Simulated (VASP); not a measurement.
**KI: single point with PBEsol**

Crystal: KI.

```
K I
1.0
     4.22944    0.00000    0.00000
     0.00000    4.22944    0.00000
     0.00000    0.00000    4.22944
K I
1 1
Cartesian
  0.0000 0.0000 0.0000
  2.1147 2.1147 2.1147
```

```yaml
Program: VASP 6.6.1
Task: single point
Functional: PBEsol
Potentials_or_basis: VASP PAW PBE potentials, release 64 (K_sv, I)
Cutoff: 520 eV
k_mesh: 6 × 6 × 6
Occupations: fermi-dirac, width 0.02 eV
Spin: no spin polarisation
```

The pressure is 0.0 GPa and the band gap on the k mesh is 3.29 eV (least direct gap 3.68 eV).

Levels at points of the mesh, in eV from the valence-band top:
```tsv
k point	band 4	band 5	band 6	band 7	band 8	band 9	band 10	band 11	band 12	band 13
(0.00, 0.00, 0.00)	-12.67	-11.32	-0.39	-0.39	-0.39	3.29	4.57	4.57	8.44	8.44
(0.50, 0.00, 0.00)	-12.65	-10.94	-2.50	-0.32	-0.32	5.45	6.05	6.92	7.17	8.72
(0.50, 0.50, 0.00)	-12.64	-10.93	-1.86	-1.86	0.00	3.76	5.61	6.73	6.73	9.13
(0.50, 0.50, 0.50)	-12.74	-10.73	-1.82	-1.82	-1.82	5.53	5.53	5.53	8.99	8.99
```

Wall time 7 s on 1 thread of Intel(R) Xeon(R) 6975P-C (Granite Rapids), with other jobs on the host, peak memory 0.18 GiB.

Caveat: the PAW data sets were made with another functional, which shifts forces and pressure a little; spin-orbit coupling is left out, which moves the levels of the heavy elements. A k mesh can miss the band edges.
